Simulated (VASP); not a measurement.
# LiBr (Fm-3m) in VASP: a series of runs

The runs below take LiBr through electric field gradients, with LDA.

All numbers are computed with VASP 6.6.1; they aren't measurements. Logs are shortened: lines on timing, memory, paths and dates and some standing lists are left out, and cuts for length are marked.

## (1) The cell of the first run

Symmetry: Fm-3m, No. 225, cubic system. Conventional cell: a = 5.501 Å, b = 5.501 Å, c = 5.501 Å, α = 90.00°, β = 90.00°, γ = 90.00°. Within 3.6 Å of Li (site symmetry m-3m) lie 6 Br at 2.75 Å. Within 3.6 Å of Br (site symmetry m-3m) lie 6 Li at 2.75 Å.

## (2) Electric field gradients, LDA

Input file INCAR:

```
PREC = Accurate
ENCUT = 650
EDIFF = 1E-8
ISMEAR = -1
SIGMA = 0.03
LREAL = False
LASPH = True
NELM = 120
ALGO = Normal
ISIF = 2
LWAVE = False
LCHARG = False
GGA = CA
LEFG = True
NBANDS = 12
GGA_COMPAT = False
```

Input file KPOINTS:

```
Automatic mesh
0
Gamma
  7 7 7
```

Input file POSCAR:

```
LiBr
1.0
    0.0000000000      2.7506500000      2.7506500000
    2.7506500000      0.0000000000      2.7506500000
    2.7506500000      2.7506500000      0.0000000000
Li Br
1 1
Direct
    0.0000000000      0.0000000000      0.0000000000
    0.5000000000      0.5000000000      0.5000000000
```

Potentials or basis: VASP PAW LDA potentials, release 64 (Li_sv, Br).

Command:

```bash
> cat potpaw_LDA.64/Li_sv/POTCAR potpaw_LDA.64/Br/POTCAR > POTCAR
> mpirun -np 1 vasp_std > vasp.out
```

OUTCAR:

```text
PREC = Accurate
   ENCUT = 650
   EDIFF = 1E-8
   ISMEAR = -1
   LREAL = False
   LASPH = True
   NELM = 120
   ISIF = 2
   GGA = CA

 ion  position               nearest neighbor table
   1  0.000  0.000  0.000-
   2  0.500  0.500  0.500-

  LATTYP: Found a face centered cubic cell.
 ALAT       =     5.5013000000

  Lattice vectors:

 A1 = (   0.0000000000,   2.7506500000,   2.7506500000)
 A2 = (   2.7506500000,   0.0000000000,   2.7506500000)
 A3 = (   2.7506500000,   2.7506500000,   0.0000000000)

Analysis of symmetry for initial positions (statically):
=====================================================================
 Subroutine PRICEL returns:
 Original cell was already a primitive cell.

 Routine SETGRP: Setting up the symmetry group for a
 face centered cubic supercell.

 Subroutine GETGRP returns: Found 48 space group operations
 (whereof 48 operations were pure point group operations)
 out of a pool of 48 trial point group operations.

The static configuration has the point symmetry O_h .

Analysis of symmetry for dynamics (positions and initial velocities):
=====================================================================
 Subroutine PRICEL returns:
 Original cell was already a primitive cell.

 Routine SETGRP: Setting up the symmetry group for a
 face centered cubic supercell.

 Subroutine GETGRP returns: Found 48 space group operations
 (whereof 48 operations were pure point group operations)
 out of a pool of 48 trial point group operations.

The dynamic configuration has the point symmetry O_h .

 Subroutine INISYM returns: Found 48 space group operations
 (whereof 48 operations are pure point group operations),
 and found     1 'primitive' translations

----------------------------------------------------------------------------------------

                                     Primitive cell

  volume of cell :      41.6233

  direct lattice vectors                    reciprocal lattice vectors
     0.000000000  2.750650000  2.750650000    -0.181775217  0.181775217  0.181775217
     2.750650000  0.000000000  2.750650000     0.181775217 -0.181775217  0.181775217
     2.750650000  2.750650000  0.000000000     0.181775217  0.181775217 -0.181775217

  length of vectors
     3.890006535  3.890006535  3.890006535     0.314843911  0.314843911  0.314843911

  position of ions in fractional coordinates (direct lattice)
     0.000000000  0.000000000  0.000000000
     0.500000000  0.500000000  0.500000000

  ion indices of the primitive-cell ions
   primitive index   ion index
                 1           1
                 2           2

----------------------------------------------------------------------------------------

 KPOINTS: Automatic mesh

Automatic generation of k-mesh.
 Grid dimensions read from file:
 generate k-points for:    7    7    7

 Generating k-lattice:

  Cartesian coordinates                     Fractional coordinates (reciprocal lattice)
    -0.025967888  0.025967888  0.025967888     0.142857143  0.000000000  0.000000000
     0.025967888 -0.025967888  0.025967888     0.000000000  0.142857143  0.000000000
     0.025967888  0.025967888 -0.025967888     0.000000000  0.000000000  0.142857143

  Length of vectors
     0.044977702  0.044977702  0.044977702

  Shift w.r.t. Gamma in fractional coordinates (k-lattice)
     0.000000000  0.000000000  0.000000000

 Subroutine IBZKPT returns following result:
 ===========================================

 Found     20 irreducible k-points:

 Following reciprocal coordinates:
            Coordinates               Weight
  0.000000  0.000000  0.000000      1.000000
  0.142857  0.000000  0.000000      8.000000
  0.285714  0.000000  0.000000      8.000000
  0.428571  0.000000  0.000000      8.000000
  0.142857  0.142857  0.000000      6.000000
  0.285714  0.142857  0.000000     24.000000
[... 12 lines left out ...]
 -0.428571  0.428571  0.142857     24.000000
 -0.285714  0.428571  0.142857     24.000000
   k-points           NKPTS =     20   k-points in BZ     NKDIM =     20   number of bands    NBANDS=     12
   number of dos      NEDOS =    301   number of ions     NIONS =      2
   total plane-waves  NPLWV =  32768
   dimension x,y,z NGX =    32 NGY =   32 NGZ =   32
   dimension x,y,z NGXF=    64 NGYF=   64 NGZF=   64
   ions per type =               1   1
   NGX,Y,Z   is equivalent  to a cutoff of  13.68, 13.68, 13.68 a.u.
   NGXF,Y,Z  is equivalent  to a cutoff of  27.35, 27.35, 27.35 a.u.
 SYSTEM =  unknown system
   PREC   = accura    normal or accurate (medium, high low for compatibility)
   ISTART =      0    job   : 0-new  1-cont  2-samecut
   ICHARG =      2    charge: 1-file 2-atom 10-const
   ISPIN  =      1    spin polarized calculation?
   LNONCOLLINEAR =      F non collinear calculations
   LSORBIT =      F    spin-orbit coupling
   LASPH  =      T    aspherical Exc in radial PAW
   ENCUT  =  650.0 eV  47.77 Ry    6.91 a.u.   8.09  8.09  8.09*2*pi/ulx,y,z
   NELM   =    120;   NELMIN=  2; NELMDL= -5     # of ELM steps
   EDIFF  = 0.1E-07   stopping-criterion for ELM
   LREAL  =      F    real-space projection
   EDIFFG = 0.1E-06   stopping-criterion for IOM
   NSW    =      0    number of steps for IOM
   IBRION =     -1    ionic relax: 0-MD 1-quasi-New 2-CG
   NFREE  =      0    steps in history (QN), initial steepest desc. (CG)
   ISIF   =      2    stress and relaxation
   ISYM   =      2    0-nonsym 1-usesym 2-fastsym
   POTIM  = 0.5000    time-step for ionic-motion
   TEBEG  =    0.0;   TEEND  =   0.0 temperature during run
   PSTRESS=    0.0 pullay stress
   NELECT =      10.0000    total number of electrons
   NUPDOWN=      -1.0000    fix difference up-down
   EMIN   =  10.00;   EMAX   =-10.00  energy-range for DOS
   EFERMI =   0.00;   METHOD = LEGACY
   ISMEAR =    -1;   SIGMA  =   0.03  broadening in eV -4-tet -1-fermi 0-gaus
   EFERMI_NEDOS =   21; number of points for ismear=-14 and -15
   IALGO  =     38    algorithm
   IMIX   =      4    mixing-type and parameters
     AMIX     =   0.40;   BMIX     =  1.00
     AMIX_MAG =   1.60;   BMIX_MAG =  1.00
  volume/ion in A,a.u.               =      20.81       140.44
  Fermi-wavevector in a.u.,A,eV,Ry     =   1.017723  1.923217 14.092366  1.035760
  Thomas-Fermi vector in A             =   2.151140
   LORBIT       =      0    0 simple, 1 ext, 2 COOP (PROOUT), +10 PAW based schemes
   GGA     = CA    functional components
   LHFCALC =     F    Hartree Fock is set to
   AEXX    =    0.0000 exact exchange contribution
   IVDW    =     0    specifies the selected vdW correction
   LEPSILON=     F    determine dielectric tensor
   LRPA    =     F    only Hartree local field effects (RPA)
 non-spin polarized calculation
  energy-cutoff  :      650.00
  volume of cell :       41.62
 maximum number of plane-waves:      1584
   NGX = 17   NGY = 17   NGZ = 17

 number of electron      10.0000007 magnetization

 Free energy of the ion-electron system (eV)
  ---------------------------------------------------
  ext. energy  EPLUGINS =         0.00000000
  ---------------------------------------------------
  free energy    TOTEN  =        -7.33380494 eV

  energy without entropy =       -7.33380494  energy(sigma->0) =       -7.33380494

 E-fermi :   1.0459     XC(G=0):  -8.7892

 val. band max:        0.2825601871   @ k =   0.0000   0.0000   0.0000
 cond. band min:       4.9465106517   @ k =   0.0000   0.0000   0.0000
 fundamental gap:      4.6639504646
 Fermi energy:         1.0458668691

 k-point     1 :       0.0000    0.0000    0.0000
  band No.  band energies     occupation
      1     -43.0511      2.00000
      2     -13.1771      2.00000
      3       0.2826      2.00000
      4       0.2826      2.00000
      5       0.2826      2.00000
      6       4.9465      0.00000
      7      10.6336      0.00000
      8      10.6336      0.00000
      9      10.6336      0.00000
     10      12.2185      0.00000
     11      12.2185      0.00000
     12      12.2185      0.00000

 k-point     2 :       0.1429    0.0000    0.0000
  band No.  band energies     occupation
      1     -43.0511      2.00000
      2     -13.0950      2.00000
      3      -0.4741      2.00000
      4       0.2279      2.00000
      5       0.2279      2.00000
      6       5.5958      0.00000
      7       9.7506      0.00000
      8      10.2627      0.00000
      9      10.2627      0.00000
     10      11.5694      0.00000
     11      11.5694      0.00000
     12      12.6619      0.00000

 k-point     3 :       0.2857    0.0000    0.0000
  band No.  band energies     occupation
      1     -43.0507      2.00000
      2     -12.8989      2.00000
      3      -1.7303      2.00000
      4       0.1142      2.00000
      5       0.1142      2.00000
      6       5.9634      0.00000
      7       8.9855      0.00000
      8       8.9855      0.00000
      9      10.0984      0.00000
     10      12.9305      0.00000
     11      12.9305      0.00000
     12      13.1180      0.00000
[... 226 lines left out ...]
 k-point    19 :      -0.4286    0.4286    0.1429
  band No.  band energies     occupation
      1     -43.0499      2.00000
      2     -12.5433      2.00000
      3      -2.3392      2.00000
      4      -1.2639      2.00000
      5      -0.7910      2.00000
      6       7.1033      0.00000
      7       8.1726      0.00000
      8       9.6409      0.00000
      9      11.1093      0.00000
     10      12.7350      0.00000
     11      15.6982      0.00000
     12      17.5016      0.00000

 k-point    20 :      -0.2857    0.4286    0.1429
  band No.  band energies     occupation
      1     -43.0499      2.00000
      2     -12.5290      2.00000
      3      -2.0357      2.00000
      4      -1.8033      2.00000
      5      -0.7216      2.00000
      6       7.4895      0.00000
      7       8.8673      0.00000
      8       9.6042      0.00000
      9       9.9738      0.00000
     10      13.1305      0.00000
     11      14.3880      0.00000
     12      17.4200      0.00000

------------------------ aborting loop because EDIFF is reached ----------------------------------------

  FORCE on cell =-STRESS in cart. coord.  units (eV):
  Direction    XX          YY          ZZ          XY          YZ          ZX
  --------------------------------------------------------------------------------------
  -------------------------------------------------------------------------------------
  Total       -0.7396758     -0.7396758     -0.7396758      0.0000000      0.0000000      0.0000000
  in kB      -28.4718693    -28.4718693    -28.4718693      0.0000000      0.0000000      0.0000000
  external PRESSURE =     -28.4718693 kB  Pullay stress =       0.0000000 kB

 VOLUME and BASIS-vectors are now :
 -----------------------------------------------------------------------------
  energy-cutoff  :      650.00
  volume of cell :       41.62
      direct lattice vectors                 reciprocal lattice vectors
     0.000000000  2.750650000  2.750650000    -0.181775217  0.181775217  0.181775217
     2.750650000  0.000000000  2.750650000     0.181775217 -0.181775217  0.181775217
     2.750650000  2.750650000  0.000000000     0.181775217  0.181775217 -0.181775217

 POSITION                                       TOTAL-FORCE (eV/Angst)
 -----------------------------------------------------------------------------------
      0.00000      0.00000      0.00000         0.000000      0.000000      0.000000
      2.75065      2.75065      2.75065        -0.000000     -0.000000     -0.000000
 -----------------------------------------------------------------------------------
    total drift:                                0.000000     -0.000000      0.000000

  FREE ENERGIE OF THE ION-ELECTRON SYSTEM (eV)
  ---------------------------------------------------
  free  energy   TOTEN  =        -7.3338049418 eV

  energy  without entropy=       -7.3338049418  energy(sigma->0) =       -7.33380494

 Electric field gradients (V/A^2)
---------------------------------------------------------------------
 ion       V_xx      V_yy      V_zz      V_xy      V_xz      V_yz
---------------------------------------------------------------------
   1      -0.000    -0.000     0.000    -0.004    -0.004    -0.004
   2      -0.000     0.000    -0.000    -0.000    -0.000    -0.000
---------------------------------------------------------------------

 Electric field gradients after diagonalization (V/A^2)
 (convention: |V_zz| > |V_xx| > |V_yy|)
----------------------------------------------------------------------
 ion       V_xx      V_yy      V_zz     asymmetry (V_yy - V_xx)/ V_zz
----------------------------------------------------------------------
   1       0.004     0.004    -0.007       0.000
   2       0.000     0.000    -0.001       0.000
----------------------------------------------------------------------

           NMR quadrupolar parameters

 Cq : quadrupolar parameter    Cq=e*Q*V_zz/h
 eta: asymmetry parameters     (V_yy - V_xx)/ V_zz
 Q  : nuclear electric quadrupole moment in mb (millibarn)
----------------------------------------------------------------------
 ion       Cq(MHz)       eta       Q (mb)
----------------------------------------------------------------------
   1      -0.000       0.000       1.000
   2      -0.000       0.000       1.000
----------------------------------------------------------------------
```

It took 18 s on 1 thread of AMD EPYC 7R13, shared host; peak memory 0.13 GiB.

What came out:

```
Free energy                             : -7.3338 eV
Pressure                                : -2.8 GPa
Band gap on the k mesh                  : 4.66 eV
Largest electric field gradient by atom : zero within the noise of the run
```

Levels at points of the mesh, in eV from the valence-band top:
| k point | band 2 | band 3 | band 4 | band 5 | band 6 | band 7 | band 8 | band 9 |
| --- | --- | --- | --- | --- | --- | --- | --- | --- |
| (0.00, 0.00, 0.00) | -13.46 | 0.00 | 0.00 | 0.00 | 4.66 | 10.35 | 10.35 | 10.35 |

## (3) Electric field gradients, LDA

Input file INCAR:

```
PREC     = Accurate       # precision mode
ENCUT    = 650            # plane-wave cutoff, eV
EDIFF    = 1E-8           # SCF threshold, eV
ISMEAR   = -1             # smearing method
SIGMA    = 0.03           # smearing width, eV
LREAL    = F              # projectors in reciprocal space
LASPH    = T              # aspherical terms in the spheres
NELM     = 120            # most SCF steps
ALGO     = Normal         # electronic algorithm
ISIF     = 2              # what is computed and relaxed
LWAVE    = F              # write WAVECAR
LCHARG   = F              # write CHGCAR
LEFG     = T            
NBANDS   = 12             # bands
GGA_COMPAT= F
```

Input file KPOINTS:

```
regular mesh
0
Gamma
  7 7 7
```

POSCAR is that of step 2.

Potentials or basis: VASP PAW LDA potentials, release 64 (Li_sv, Br).

Command:

```bash
> cat potpaw_LDA.64/Li_sv/POTCAR potpaw_LDA.64/Br/POTCAR > POTCAR
> mpirun -np 1 vasp_std > vasp.out
```

OUTCAR:

```text
PREC = Accurate
   ENCUT = 650
   EDIFF = 1E-8
   ISMEAR = -1
   LREAL = F
   LASPH = T
   NELM = 120
   ISIF = 2

 ion  position               nearest neighbor table
   1  0.000  0.000  0.000-
   2  0.500  0.500  0.500-

  LATTYP: Found a face centered cubic cell.
 ALAT       =     5.5013000000

  Lattice vectors:

 A1 = (   0.0000000000,   2.7506500000,   2.7506500000)
 A2 = (   2.7506500000,   0.0000000000,   2.7506500000)
 A3 = (   2.7506500000,   2.7506500000,   0.0000000000)

Analysis of symmetry for initial positions (statically):
=====================================================================
 Subroutine PRICEL returns:
 Original cell was already a primitive cell.

 Routine SETGRP: Setting up the symmetry group for a
 face centered cubic supercell.

[... 479 lines left out ...]
  energy-cutoff  :      650.00
  volume of cell :       41.62
      direct lattice vectors                 reciprocal lattice vectors
     0.000000000  2.750650000  2.750650000    -0.181775217  0.181775217  0.181775217
     2.750650000  0.000000000  2.750650000     0.181775217 -0.181775217  0.181775217
     2.750650000  2.750650000  0.000000000     0.181775217  0.181775217 -0.181775217

 POSITION                                       TOTAL-FORCE (eV/Angst)
 -----------------------------------------------------------------------------------
      0.00000      0.00000      0.00000         0.000000      0.000000      0.000000
      2.75065      2.75065      2.75065        -0.000000     -0.000000     -0.000000
 -----------------------------------------------------------------------------------
    total drift:                                0.000000     -0.000000      0.000000

  FREE ENERGIE OF THE ION-ELECTRON SYSTEM (eV)
  ---------------------------------------------------
  free  energy   TOTEN  =        -7.3338049418 eV

  energy  without entropy=       -7.3338049418  energy(sigma->0) =       -7.33380494

 Electric field gradients (V/A^2)
---------------------------------------------------------------------
 ion       V_xx      V_yy      V_zz      V_xy      V_xz      V_yz
---------------------------------------------------------------------
   1      -0.000    -0.000     0.000    -0.004    -0.004    -0.004
   2      -0.000     0.000    -0.000    -0.000    -0.000    -0.000
---------------------------------------------------------------------

 Electric field gradients after diagonalization (V/A^2)
 (convention: |V_zz| > |V_xx| > |V_yy|)
----------------------------------------------------------------------
 ion       V_xx      V_yy      V_zz     asymmetry (V_yy - V_xx)/ V_zz
----------------------------------------------------------------------
   1       0.004     0.004    -0.007       0.000
   2       0.000     0.000    -0.001       0.000
----------------------------------------------------------------------

           NMR quadrupolar parameters

 Cq : quadrupolar parameter    Cq=e*Q*V_zz/h
 eta: asymmetry parameters     (V_yy - V_xx)/ V_zz
 Q  : nuclear electric quadrupole moment in mb (millibarn)
----------------------------------------------------------------------
 ion       Cq(MHz)       eta       Q (mb)
----------------------------------------------------------------------
   1      -0.000       0.000       1.000
   2      -0.000       0.000       1.000
----------------------------------------------------------------------
```

OSZICAR:

```text
N       E                     dE             d eps       ncg     rms          rms(c)
DAV:   1     0.438537082987E+02    0.43854E+02   -0.43312E+03   480   0.870E+02
DAV:   2    -0.441238334061E+01   -0.48266E+02   -0.45670E+02   616   0.143E+02
DAV:   3    -0.730670867146E+01   -0.28943E+01   -0.28846E+01   656   0.360E+01
DAV:   4    -0.737648826051E+01   -0.69780E-01   -0.69768E-01   640   0.576E+00
DAV:   5    -0.737749579124E+01   -0.10075E-02   -0.10075E-02   636   0.589E-01    0.193E+00
DAV:   6    -0.733988330135E+01    0.37612E-01   -0.53143E-02   592   0.975E-01    0.118E+00
DAV:   7    -0.733385809896E+01    0.60252E-02   -0.25613E-02   704   0.750E-01    0.409E-01
DAV:   8    -0.733381000054E+01    0.48098E-04   -0.19606E-03   600   0.264E-01    0.584E-02
DAV:   9    -0.733379985157E+01    0.10149E-04   -0.83066E-05   624   0.561E-02    0.198E-02
DAV:  10    -0.733380506908E+01   -0.52175E-05   -0.49675E-06   556   0.149E-02    0.664E-03
DAV:  11    -0.733380494929E+01    0.11978E-06   -0.10062E-06   580   0.619E-03    0.188E-03
DAV:  12    -0.733380494176E+01    0.75336E-08   -0.39935E-08   700   0.137E-03
   1 F= -.73338049E+01 E0= -.73338049E+01  d E =-.532196E-12
```

stdout:

```text
POSCAR found type information on POSCAR LiBr
 POSCAR found :  2 types and       2 ions
 scaLAPACK will be used
 LDA part: xc-table for (Slater(with rela. corr.)+CA(PZ))
 , standard interpolation
 POSCAR, INCAR and KPOINTS ok, starting setup
 FFT: planning ... GRIDC
 FFT: planning ... GRID_SOFT
 FFT: planning ... GRID
 WAVECAR not read
 entering main loop
ion   1

ion   2
```

It took 19 s on 1 thread of AMD EPYC 7R13, shared host; peak memory 0.13 GiB.

What came out:

```yaml
Free_energy: -7.3338 eV
Pressure: -2.8 GPa
Band_gap_on_the_k_mesh: 4.66 eV
Largest_electric_field_gradient_by_atom: zero within the noise of the run
```

Levels at points of the mesh, in eV from the valence-band top:
```csv
k point,band 2,band 3,band 4,band 5,band 6,band 7,band 8,band 9
"(0.00, 0.00, 0.00)",-13.46,0.00,0.00,0.00,4.66,10.35,10.35,10.35
```

A hybrid or GW would open this gap; LDA tends to underestimate it.
